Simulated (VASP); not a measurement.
A run of VASP 6.6.1 is set up as follows.

The input INCAR:

```
  PREC = Accurate
  ENCUT = 520
  EDIFF = 1E-7
  ISMEAR = -1
  SIGMA = 0.05
  LREAL = F
  LASPH = T
  NELM = 80
  ALGO = Normal
  ISIF = 2
  LWAVE = F
  LCHARG = F
  GGA = PS
  NBANDS = 21
```

The input KPOINTS:

```
Automatic mesh
0
Gamma
  7 7 7
```

File POSCAR:

```
Sn
1.0
    0.0000000000      3.0003785987      3.0003785987
    3.0003785987      0.0000000000      3.0003785987
    3.0003785987      3.0003785987      0.0000000000
Sn
2
Direct
    0.7500000000      0.7500000000      0.7500000000
    0.5000000000      0.5000000000      0.5000000000
```

Potentials or basis: VASP PAW PBE potentials, release 64 (Sn_d).

Run with:

```console
$ cat potpaw_PBE.64/Sn_d/POTCAR > POTCAR
$ mpirun -np 1 vasp_std > vasp.out
```

(1) Predict the band gap on the k mesh.

(2) Predict the pressure.

Answers

(1) 0.13 eV, indirect (least direct gap 0.94 eV).

(2) 19.9 GPa.

Caveat: the PAW data sets were made with another functional, which shifts forces and pressure a little; spin-orbit coupling is left out, which moves the levels of the heavy elements.
